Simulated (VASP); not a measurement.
A run of VASP 6.6.1 is set up as follows.

File INCAR:

```
SYSTEM = TiAl
PREC = Accurate
ENCUT = 520
EDIFF = 1E-6
ISMEAR = 0
SIGMA = 0.15
LREAL = .False.
LASPH = .True.
NELM = 60
ALGO = Normal
ISIF = 2
LWAVE = .False.
LCHARG = .False.
GGA = PS
NBANDS = 14
```

KPOINTS

```
Automatic mesh
0
Gamma
  18 18 10
  0 0 0
```

File POSCAR:

```
TiAl
1.0
    2.7812443657      0.0000000000      0.0000000000
   -1.3906221828      2.4086282748      0.0000000000
    0.0000000000      0.0000000000      4.5377405100
Ti Al
1 1
Direct
    0.0000000000      0.0000000000      0.0000000000
    0.3333333333      0.6666666667      0.5000000000
```

Potentials or basis: VASP PAW PBE potentials, release 64 (Ti_sv, Al).

Launch:

```sh
$ cat potpaw_PBE.64/Ti_sv/POTCAR potpaw_PBE.64/Al/POTCAR > POTCAR
$ mpirun -np 1 vasp_std > vasp.out
```

Q: Predict the pressure.

A: 8.2 GPa.

Stress tensor (GPa, compression positive):
```
8.04 0.00 0.00
0.00 8.04 0.00
0.00 0.00 8.58
```

Caveat: the cell differs from its parent crystal (strain -0.030 along x and y, -0.030 along z); the PAW data sets were made with another functional, which shifts forces and pressure a little.
